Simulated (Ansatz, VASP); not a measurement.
**Ru in VASP and in Ansatz**

```
Ru
1.0
     0.00000    1.89229    1.89229
     1.89229    0.00000    1.89229
     1.89229    1.89229    0.00000
Ru
1
Direct
  0.00000 0.00000 0.00000
```

Alike in both runs: functional r2SCAN; k mesh 18 × 18 × 18; occupations gaussian, width 0.1 eV; no spin polarisation.

Ansatz relaxed the structure, and its values are those at the end. VASP's run is a single point on that final structure, the one shown.

|  | VASP | Ansatz |
| --- | --- | --- |
| version | VASP 6.6.1 | Ansatz 0.2.0 |
| potentials or method | VASP PAW PBE potentials, release 64 (Ru_pv), cutoff 520 eV | scalar-relativistic, plane waves, PAW |
| valence electrons in the cell | 14 | 16 |

|  | VASP | Ansatz | Ansatz less VASP |
| --- | --- | --- | --- |
| gap on the k mesh at the Fermi level (eV) | none | none | - |
| pressure (GPa) | 1.5 | 0.0 | -1.48 |

VASP's potentials were made for PBE, not for r2SCAN. A gap of «none» marks a metal or a gap that the smearing closes. VASP's potentials hold 14 valence electrons a cell and Ansatz's 16, so a difference there can come from the potentials and not from the codes.
